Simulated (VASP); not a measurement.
A run of VASP 6.6.1 is set up as follows.

INCAR

```
  PREC = Accurate
  ENCUT = 520
  EDIFF = 1E-8
  ISMEAR = -1
  SIGMA = 0.15
  LREAL = F
  LASPH = T
  NELM = 80
  ALGO = Normal
  ISIF = 2
  LWAVE = F
  LCHARG = F
  GGA = PS
  IBRION = 8
  NSW = 1
```

Contents of KPOINTS:

```
Automatic mesh
0
Gamma
  16 16 16
```

File POSCAR:

```
HfN
1.0
    0.0000000000      2.2408998612      2.2408998612
    2.2408998612      0.0000000000      2.2408998612
    2.2408998612      2.2408998612      0.0000000000
Hf N
1 1
Direct
    0.0000000000      0.0000000000      0.0000000000
    0.5000000000      0.5000000000      0.5000000000
```

Potentials or basis: VASP PAW PBE potentials, release 64 (Hf_pv, N).

The run is started by

```sh
$ cat potpaw_PBE.64/Hf_pv/POTCAR potpaw_PBE.64/N/POTCAR > POTCAR
$ mpirun -np 1 vasp_std > vasp.out
```

Problem. Estimate the highest phonon frequency at Γ, LO-TO splitting left out.

Solution. 516 cm⁻¹.

Phonon frequencies in cm⁻¹ (negative: imaginary):
| q point | frequencies |
| --- | --- |
| (0.000, 0.000, 0.000) | 0 0 0 516 516 516 |

Caveat: the cell wasn't relaxed at this level first, which shifts response properties.
